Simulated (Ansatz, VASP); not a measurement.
## One calculation of GaN, two programs

The input INCAR:

```
SYSTEM = GaN
PREC = Accurate
ENCUT = 520
EDIFF = 1E-6
ISMEAR = -1
SIGMA = 0.02
LREAL = .False.
LASPH = .True.
NELM = 60
ALGO = Normal
ISIF = 2
LWAVE = .False.
LCHARG = .False.
GGA = PE
NBANDS = 16
```

KPOINTS

```
regular mesh
0
Gamma
  13 13 13
  0 0 0
```

POSCAR

```
GaN
1.0
    0.0000000000      1.9925000000      2.0124250000
    1.9925000000      0.0000000000      2.0124250000
    1.9925000000      1.9925000000      0.0000000000
Ga N
1 1
Direct
    0.5000000000      0.5000000000      0.5000000000
    0.0000000000      0.0000000000      0.0000000000
```

Input for Ansatz:

```yaml
crystal:
  lattice:
    - [0.0, 1.9925, 2.012425]
    - [1.9925, 0.0, 2.012425]
    - [1.9925, 1.9925, 0.0]
  atoms:
    - { symbol: Ga, position: [0.5, 0.5, 0.5] }
    - { symbol: "N", position: [0.0, 0.0, 0.0] }
kpoints:
  mp_grid: { grid: [13, 13, 13] }
  band_path:
    path:
      - [0.0, 0.0, 0.0]
      - [0.0, 0.5, 0.5]
      - [0.25, 0.75, 0.5]
      - [0.0, 0.5, 0.0]
      - [0.0, 0.0, 0.0]
      - [0.5, 0.5, 0.0]
      - [0.3725370062, 0.6274629938, 0.0]
      - [-0.3725370062, 0.3725370062, 0.0]
      - [0.0, 0.0, 0.0]
    npoints: 5
scf:
  occupations: { method: fermi_dirac, width: 0.02 }
hamiltonian:
  xc: pbe
  pseudopotentials: { kind: all_electron, lapw: { basis_error: 0.001 } }
output:
  forces: true
  stress: true
  eigenvalues: true
```

Change from the starting cell: zz strain of +1 %.

Alike in both runs: task single point; functional PBE; k mesh 13 × 13 × 13; occupations fermi-dirac, width 0.02 eV; no spin polarisation.

```csv
,VASP,Ansatz
version,VASP 6.6.1,Ansatz 0.2.0
potentials or method,"VASP PAW PBE potentials, release 64 (Ga_d, N), cutoff 520 eV","all-electron LAPW, scalar-relativistic"
```

```tsv
	VASP	Ansatz	Ansatz less VASP
gap on the k mesh at the Fermi level (eV)	1.77	1.79	+0.018
pressure (GPa)	65.5	64.4	-1.15
traceless stress, the component that is largest in VASP (GPa)	-3.26	-3.28	-0.023
```

Both programs put the cell under a high pressure, so it lies far from rest at this level. Ansatz ran all-electron here, and VASP with PAW potentials.

Noted on VASP's run: the cell as given lies far from equilibrium.
